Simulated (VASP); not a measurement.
A run of VASP 6.6.1:

INCAR

```
SYSTEM = Si2Mo
  PREC = Accurate
  ENCUT = 520
  EDIFF = 1E-7
  ISMEAR = 0
  SIGMA = 0.1
  LREAL = .FALSE.
  LASPH = .TRUE.
  NELM = 100
  ALGO = Normal
  ISIF = 2
  LWAVE = .FALSE.
  LCHARG = .FALSE.
  GGA = PS
  NBANDS = 18
```

The input KPOINTS:

```
regular mesh
0
G
  18 18 18
  0 0 0
```

The input POSCAR:

```
Si2Mo
1.0
   -1.5951907422      1.5951907422      3.9106688840
    1.5951907422     -1.5951907422      3.9106688840
    1.5951907422      1.5951907422     -3.9106688840
Si Mo
2 1
Direct
    0.6649355265      0.6649355265      0.0000000000
    0.3350644735      0.3350644735      0.0000000000
    0.0000000000      0.0000000000      0.0000000000
```

Potentials or basis: VASP PAW PBE potentials, release 64 (Si, Mo_sv).

Launch:

```console
$ cat potpaw_PBE.64/Si/POTCAR potpaw_PBE.64/Mo_sv/POTCAR > POTCAR
$ mpirun -np 1 vasp_std > vasp.out
```

Hardware: 1 thread of Intel(R) Xeon(R) Platinum 8488C (Sapphire Rapids) (shared host).

Question: How long does it take, and how much memory?

Answer: Run time: 4.1 min on 1 thread of Intel(R) Xeon(R) Platinum 8488C (Sapphire Rapids), with other jobs on the host, peak memory 0.45 GiB. Counts: scf iterations 15, k points 480.
